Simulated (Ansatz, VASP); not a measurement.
# HgTe in VASP and in Ansatz

```
Hg Te
1.0
     0.00000    2.92150    2.92150
     2.92150    0.00000    2.92150
     2.92150    2.92150    0.00000
Hg Te
1 1
Cartesian
  0.0000 0.0000 0.0000
  2.9215 2.9215 2.9215
```

Alike in both runs: task single point; functional LDA; k mesh 10 × 10 × 10; occupations fermi-dirac, width 0.08 eV; no spin polarisation.

|  | VASP | Ansatz |
| --- | --- | --- |
| version | VASP 6.6.1 | Ansatz 0.2.0 |
| potentials or method | VASP PAW LDA potentials, release 64 (Hg, Te), cutoff 520 eV | all-electron LAPW, scalar-relativistic |

VASP gave:

* pressure (GPa): 4.4

Question: What did Ansatz give for the same quantities?

Answer: Pressure (GPa): 3.9.

LDA's correlation is that of Perdew and Zunger in VASP and of Perdew and Wang (1992) in Ansatz. Ansatz ran all-electron here, and VASP with PAW potentials.

Neither program's run includes spin-orbit coupling.
